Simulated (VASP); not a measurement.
# Ba (Fm-3m) in VASP: further runs

Ba is run at these levels: r2SCAN; tasks: single point.

All numbers are computed with VASP 6.6.1; they aren't measurements. Logs are shortened: lines on timing, memory, paths and dates and some standing lists are left out, and cuts for length are marked.

## 1. The cell of the first run

Symmetry: Fm-3m, No. 225, cubic system. The conventional cell has a = 6.356 Å, b = 6.356 Å, c = 6.356 Å, α = 90.00°, β = 90.00°, γ = 90.00°. Ba (site symmetry m-3m) has 12 Ba at 4.49 Å within 5.9 Å.

This isn't the form of Ba at room conditions, which is bcc.

## 2. Single point, r2SCAN (64.19 Å³/atom)

Input file POSCAR:

```
Ba
1.0
    0.0000000000      3.1778634837      3.1778634837
    3.1778634837      0.0000000000      3.1778634837
    3.1778634837      3.1778634837      0.0000000000
Ba
1
Direct
    0.0000000000      0.0000000000      0.0000000000
```

Input file INCAR.step1:

```
SYSTEM = Ba
PREC = Accurate
ENCUT = 550
ISMEAR = -1
SIGMA = 0.05
LREAL = .FALSE.
LASPH = .TRUE.
NELM = 120
NBANDS = 11
GGA = PE
ALGO = Normal
EDIFF = 1E-5
LWAVE = .TRUE.
LCHARG = .FALSE.
GGA_COMPAT = .FALSE.
```

Input file INCAR.step2:

```
SYSTEM = Ba
PREC = Accurate
ENCUT = 550
EDIFF = 1E-6
ISMEAR = -1
SIGMA = 0.05
LREAL = .FALSE.
LASPH = .TRUE.
NELM = 120
ALGO = Normal
ISIF = 2
LWAVE = .FALSE.
LCHARG = .FALSE.
METAGGA = R2SCAN
LMIXTAU = .TRUE.
NBANDS = 11
ISTART = 1
GGA_COMPAT = .FALSE.
```

Input file KPOINTS:

```
Automatic mesh
0
G
  9 9 9
  0 0 0
```

Potentials or basis: VASP PAW PBE potentials, release 64 (Ba_sv).

Run with:

```
$ cat potpaw_PBE.64/Ba_sv/POTCAR > POTCAR
$ cp INCAR.step1 INCAR
$ mpirun -np 1 vasp_std > vasp.out
$ cp INCAR.step2 INCAR
$ mpirun -np 1 vasp_std > vasp.out
```

OUTCAR:

```text
SYSTEM = Ba
   PREC = Accurate
   ENCUT = 550
   EDIFF = 1E-6
   ISMEAR = -1
   LREAL = .FALSE.
   LASPH = .TRUE.
   NELM = 120
   ISIF = 2
   METAGGA = R2SCAN
   ISTART = 1

 ion  position               nearest neighbor table
   1  0.000  0.000  0.000-

  LATTYP: Found a face centered cubic cell.
 ALAT       =     6.3557269674

  Lattice vectors:

 A1 = (   0.0000000000,   3.1778634837,   3.1778634837)
 A2 = (   3.1778634837,   0.0000000000,   3.1778634837)
 A3 = (   3.1778634837,   3.1778634837,   0.0000000000)

Analysis of symmetry for initial positions (statically):
=====================================================================
 Subroutine PRICEL returns:
 Original cell was already a primitive cell.

 Routine SETGRP: Setting up the symmetry group for a
 face centered cubic supercell.

 Subroutine GETGRP returns: Found 48 space group operations
 (whereof 48 operations were pure point group operations)
 out of a pool of 48 trial point group operations.

The static configuration has the point symmetry O_h .

Analysis of symmetry for dynamics (positions and initial velocities):
=====================================================================
 Subroutine PRICEL returns:
 Original cell was already a primitive cell.

 Routine SETGRP: Setting up the symmetry group for a
 face centered cubic supercell.

 Subroutine GETGRP returns: Found 48 space group operations
 (whereof 48 operations were pure point group operations)
 out of a pool of 48 trial point group operations.

The dynamic configuration has the point symmetry O_h .

 Subroutine INISYM returns: Found 48 space group operations
 (whereof 48 operations are pure point group operations),
 and found     1 'primitive' translations

----------------------------------------------------------------------------------------

                                     Primitive cell

  volume of cell :      64.1853

  direct lattice vectors                    reciprocal lattice vectors
     0.000000000  3.177863484  3.177863484    -0.157338414  0.157338414  0.157338414
     3.177863484  0.000000000  3.177863484     0.157338414 -0.157338414  0.157338414
     3.177863484  3.177863484  0.000000000     0.157338414  0.157338414 -0.157338414

  length of vectors
     4.494177638  4.494177638  4.494177638     0.272518127  0.272518127  0.272518127

  position of ions in fractional coordinates (direct lattice)
[... 75 lines left out ...]
   ENCUT  =  550.0 eV  40.42 Ry    6.36 a.u.   8.59  8.59  8.59*2*pi/ulx,y,z
   NELM   =    120;   NELMIN=  2; NELMDL=  0     # of ELM steps
   EDIFF  = 0.1E-05   stopping-criterion for ELM
   LREAL  =      F    real-space projection
   EDIFFG = 0.1E-04   stopping-criterion for IOM
   NSW    =      0    number of steps for IOM
   IBRION =     -1    ionic relax: 0-MD 1-quasi-New 2-CG
   NFREE  =      0    steps in history (QN), initial steepest desc. (CG)
   ISIF   =      2    stress and relaxation
   ISYM   =      2    0-nonsym 1-usesym 2-fastsym
   POTIM  = 0.5000    time-step for ionic-motion
   TEBEG  =    0.0;   TEEND  =   0.0 temperature during run
   PSTRESS=    0.0 pullay stress
   NELECT =      10.0000    total number of electrons
   NUPDOWN=      -1.0000    fix difference up-down
   EMIN   =  10.00;   EMAX   =-10.00  energy-range for DOS
   EFERMI =   0.00;   METHOD = LEGACY
   ISMEAR =    -1;   SIGMA  =   0.05  broadening in eV -4-tet -1-fermi 0-gaus
   EFERMI_NEDOS =   21; number of points for ismear=-14 and -15
   IALGO  =     38    algorithm
   IMIX   =      4    mixing-type and parameters
     AMIX     =   0.40;   BMIX     =  1.00
     AMIX_MAG =   1.60;   BMIX_MAG =  1.00
  volume/ion in A,a.u.               =      64.19       433.14
  Fermi-wavevector in a.u.,A,eV,Ry     =   0.880906  1.664671 10.558059  0.775995
  Thomas-Fermi vector in A             =   2.001330
   LORBIT       =      0    0 simple, 1 ext, 2 COOP (PROOUT), +10 PAW based schemes
   METAGGA = R2SCAN    functional components
   LHFCALC =     F    Hartree Fock is set to
   AEXX    =    0.0000 exact exchange contribution
   IVDW    =     0    specifies the selected vdW correction
   LEPSILON=     F    determine dielectric tensor
   LRPA    =     F    only Hartree local field effects (RPA)
 non-spin polarized calculation
  energy-cutoff  :      550.00
  volume of cell :       64.19
 maximum number of plane-waves:      1896
   NGX = 17   NGY = 17   NGZ = 17

 number of electron      10.0000001 magnetization

 Free energy of the ion-electron system (eV)
  ---------------------------------------------------
  ext. energy  EPLUGINS =         0.00000000
  ---------------------------------------------------
  free energy    TOTEN  =       -26.40063541 eV

  energy without entropy =      -26.38566866  energy(sigma->0) =      -26.39315203

 E-fermi :   1.7837     XC(G=0):  -7.7639

 val. band max:        1.7057858832   @ k =  -0.4444   0.4444   0.0000
 cond. band min:       1.7880107173   @ k =  -0.3333   0.3333   0.0000
 fundamental gap:      0.0822248341
 Fermi energy:         1.7836908493

 k-point     1 :       0.0000    0.0000    0.0000
  band No.  band energies     occupation
      1     -28.2690      2.00000
      2     -12.8134      2.00000
      3     -12.8134      2.00000
      4     -12.8134      2.00000
      5      -1.2073      2.00000
      6       3.7242      0.00000
      7       3.7242      0.00000
      8       3.7242      0.00000
      9       5.3173      0.00000
     10       5.3173      0.00000
     11       7.8978      0.00000
[... 309 lines left out ...]
 k-point    24 :       0.4444    0.4444    0.0000
  band No.  band energies     occupation
      1     -28.2171      2.00000
      2     -13.2222      2.00000
      3     -12.9675      2.00000
      4     -12.9675      2.00000
      5       0.8549      2.00000
      6       1.6599      1.84499
      7       3.6295      0.00000
      8       6.4230      0.00000
      9       6.4230      0.00000
     10       6.4644      0.00000
     11       8.1553      0.00000

 [... further k-points ...]
[... 5 lines left out ...]
  --------------------------------------------------------------------------------------
  -------------------------------------------------------------------------------------
  Total        0.1419225      0.1419225      0.1419225     -0.0000000      0.0000000      0.0000000
  in kB        3.5426320      3.5426320      3.5426320     -0.0000000      0.0000000      0.0000000
  external PRESSURE =       3.5426320 kB  Pullay stress =       0.0000000 kB

 VOLUME and BASIS-vectors are now :
 -----------------------------------------------------------------------------
  energy-cutoff  :      550.00
  volume of cell :       64.19
      direct lattice vectors                 reciprocal lattice vectors
     0.000000000  3.177863484  3.177863484    -0.157338414  0.157338414  0.157338414
     3.177863484  0.000000000  3.177863484     0.157338414 -0.157338414  0.157338414
     3.177863484  3.177863484  0.000000000     0.157338414  0.157338414 -0.157338414

 POSITION                                       TOTAL-FORCE (eV/Angst)
 -----------------------------------------------------------------------------------
      0.00000      0.00000      0.00000         0.000000      0.000000      0.000000
 -----------------------------------------------------------------------------------
    total drift:                               -0.000000      0.000000      0.000000

  FREE ENERGIE OF THE ION-ELECTRON SYSTEM (eV)
  ---------------------------------------------------
  free  energy   TOTEN  =       -26.4006354113 eV

  energy  without entropy=      -26.3856686552  energy(sigma->0) =      -26.39315203
```

OUTCAR.step1:

```text
SYSTEM = Ba
   PREC = Accurate
   ENCUT = 550
   ISMEAR = -1
   LREAL = .FALSE.
   LASPH = .TRUE.
[... 552 lines left out ...]
 -----------------------------------------------------------------------------------
      0.00000      0.00000      0.00000        -0.000000     -0.000000     -0.000000
 -----------------------------------------------------------------------------------
    total drift:                               -0.000000      0.000000      0.000000

  FREE ENERGIE OF THE ION-ELECTRON SYSTEM (eV)
  ---------------------------------------------------
  free  energy   TOTEN  =        -1.8971369618 eV

  energy  without entropy=       -1.8816235014  energy(sigma->0) =       -1.88938023
```

OSZICAR.step1:

```text
N       E                     dE             d eps       ncg     rms          rms(c)
DAV:   1     0.566547466026E+02    0.56655E+02   -0.43483E+03   770   0.778E+02
DAV:   2     0.110069425592E+01   -0.55554E+02   -0.54172E+02   909   0.137E+02
DAV:   3    -0.180664494239E+01   -0.29073E+01   -0.28797E+01  1000   0.330E+01
DAV:   4    -0.189746476037E+01   -0.90820E-01   -0.90582E-01   966   0.528E+00
DAV:   5    -0.189951242843E+01   -0.20477E-02   -0.20471E-02  1064   0.700E-01    0.159E+00
DAV:   6    -0.189783834832E+01    0.16741E-02   -0.29997E-03   912   0.531E-01    0.943E-01
DAV:   7    -0.189705680465E+01    0.78154E-03   -0.54077E-03   851   0.848E-01    0.409E-02
DAV:   8    -0.189713318184E+01   -0.76377E-04   -0.21380E-04  1199   0.104E-01    0.255E-02
DAV:   9    -0.189713696178E+01   -0.37799E-05   -0.35221E-06   550   0.175E-02
   1 F= -.18971370E+01 E0= -.18893802E+01  d E =-.155135E-01
```

Wall time 2.8 min (1 thread of Intel Xeon 8259CL, shared host); peak memory 0.22 GiB.

What came out:

| Property | Result |
| --- | --- |
| Free energy | -26.4006 eV |
| Pressure | 0.4 GPa |
| Band gap on the k mesh | zero (bands 5 and 6 overlap by 0.15 eV) |

Caveat: the PAW data sets were made with another functional, which shifts forces and pressure a little; spin-orbit coupling is left out, which moves the levels of the heavy elements.

## 3. Single point, r2SCAN (69.25 Å³/atom)

This run uses another cell than the first one, of 69.25 Å³/atom.

Input file POSCAR:

```
Ba
1.0
    0.0000000000      3.2593824541      3.2593824541
    3.2593824541      0.0000000000      3.2593824541
    3.2593824541      3.2593824541      0.0000000000
Ba
1
Direct
    0.0000000000      0.0000000000      0.0000000000
```

Input file INCAR.step1:

```
SYSTEM = Ba
PREC = Accurate ; ENCUT = 550
ISMEAR = -1 ; SIGMA = 0.05
LREAL = .False. ; LASPH = .True.
NELM = 120 ; NBANDS = 11
GGA = PE ; ALGO = Normal
EDIFF = 1E-5 ; LWAVE = .True.
LCHARG = .False. ; GGA_COMPAT = .False.
```

Input file INCAR.step2:

```
SYSTEM = Ba
PREC = Accurate ; ENCUT = 550
EDIFF = 1E-6 ; ISMEAR = -1
SIGMA = 0.05 ; LREAL = .False.
LASPH = .True. ; NELM = 120
ALGO = Normal ; ISIF = 2
LWAVE = .False. ; LCHARG = .False.
METAGGA = R2SCAN ; LMIXTAU = .True.
NBANDS = 11 ; ISTART = 1
GGA_COMPAT = .False.
```

Input file KPOINTS:

```
regular mesh
0
Gamma
  9 9 9
  0 0 0
```

Potentials or basis: VASP PAW PBE potentials, release 64 (Ba_sv).

Run with:

```
$ cat potpaw_PBE.64/Ba_sv/POTCAR > POTCAR
$ cp INCAR.step1 INCAR
$ mpirun -np 1 vasp_std > vasp.out
$ cp INCAR.step2 INCAR
$ mpirun -np 1 vasp_std > vasp.out
```

Wall time 3.2 min (1 thread of Intel Xeon 8259CL, shared host); peak memory 0.22 GiB.

The run converged. Its results:

| Quantity | Value |
| --- | --- |
| Free energy | -26.4022 eV |
| Pressure | -0.2 GPa |
| Band gap on the k mesh | zero (bands 5 and 6 overlap by 0.08 eV) |

Levels at points of the mesh, in eV from the Fermi level:
| k point | band 1 | band 2 | band 3 | band 4 | band 5 | band 6 | band 7 | band 8 | band 9 | band 10 |
| --- | --- | --- | --- | --- | --- | --- | --- | --- | --- | --- |
| (0.00, 0.00, 0.00) | -30.19 | -14.77 | -14.77 | -14.77 | -2.96 | 1.86 | 1.86 | 1.86 | 3.32 | 3.32 |

Caveat: the PAW data sets were made with another functional, which shifts forces and pressure a little; spin-orbit coupling is left out, which moves the levels of the heavy elements.

## 4. Single point, r2SCAN (70.94 Å³/atom)

This run uses another cell than the first one, of 70.94 Å³/atom.

Input file POSCAR:

```
Ba
1.0
    0.0000000000      3.2856689316      3.2856689316
    3.2856689316      0.0000000000      3.2856689316
    3.2856689316      3.2856689316      0.0000000000
Ba
1
Direct
    0.0000000000      0.0000000000      0.0000000000
```

Input file INCAR.step1:

```
SYSTEM = Ba
PREC = Accurate
ENCUT = 550
ISMEAR = -1
SIGMA = 0.05
LREAL = .False.
LASPH = .True.
NELM = 120
NBANDS = 11
GGA = PE
ALGO = Normal
EDIFF = 1E-5
LWAVE = .True.
LCHARG = .False.
GGA_COMPAT = .False.
```

Input file INCAR.step2:

```
SYSTEM = Ba
PREC = Accurate
ENCUT = 550
EDIFF = 1E-6
ISMEAR = -1
SIGMA = 0.05
LREAL = .False.
LASPH = .True.
NELM = 120
ALGO = Normal
ISIF = 2
LWAVE = .False.
LCHARG = .False.
METAGGA = R2SCAN
LMIXTAU = .True.
NBANDS = 11
ISTART = 1
GGA_COMPAT = .False.
```

Input file KPOINTS:

```
Automatic mesh
0
Gamma
  9 9 9
  0 0 0
```

Run with:

```
$ cat potpaw_PBE.64/Ba_sv/POTCAR > POTCAR
$ cp INCAR.step1 INCAR
$ mpirun -np 1 vasp_std > vasp.out
$ cp INCAR.step2 INCAR
$ mpirun -np 1 vasp_std > vasp.out
```

Wall time 3.1 min (1 thread of Intel Xeon 8259CL, shared host); peak memory 0.22 GiB.

The run converged. Its results:

```
Free energy            : -26.3990 eV
Pressure               : -0.4 GPa
Band gap on the k mesh : zero (bands 5 and 6 overlap by 0.06 eV)
```

Levels at points of the mesh, in eV from the Fermi level:
| k point | band 1 | band 2 | band 3 | band 4 | band 5 | band 6 | band 7 | band 8 | band 9 | band 10 |
| --- | --- | --- | --- | --- | --- | --- | --- | --- | --- | --- |
| (0.00, 0.00, 0.00) | -30.24 | -14.82 | -14.82 | -14.82 | -2.95 | 1.84 | 1.84 | 1.84 | 3.26 | 3.26 |

Caveat: the PAW data sets were made with another functional, which shifts forces and pressure a little; spin-orbit coupling is left out, which moves the levels of the heavy elements.

## 5. Summary

```tsv
cell	gap on the mesh (eV)	pressure (GPa)
a = 4.494 Å, angles 60.0°, 1 atom	none	0.4
a = 4.609 Å, angles 60.0°, 1 atom	none	-0.2
a = 4.647 Å, angles 60.0°, 1 atom	none	-0.4
```

Alike in all rows: task single point; level r2SCAN; potentials or basis VASP PAW PBE potentials, release 64 (Ba_sv); no spin polarisation; k mesh 9 × 9 × 9; cutoff (eV) 550; smearing fermi-dirac 0.05 eV.

Caveats: the PAW data sets were made with another functional, which shifts forces and pressure a little; spin-orbit coupling is left out, which moves the levels of the heavy elements.

Total energies depend on the potentials used, so only differences within one code and one set of settings carry meaning.

The gap in the log of VASP goes by the Fermi energy; the results here count the filled bands.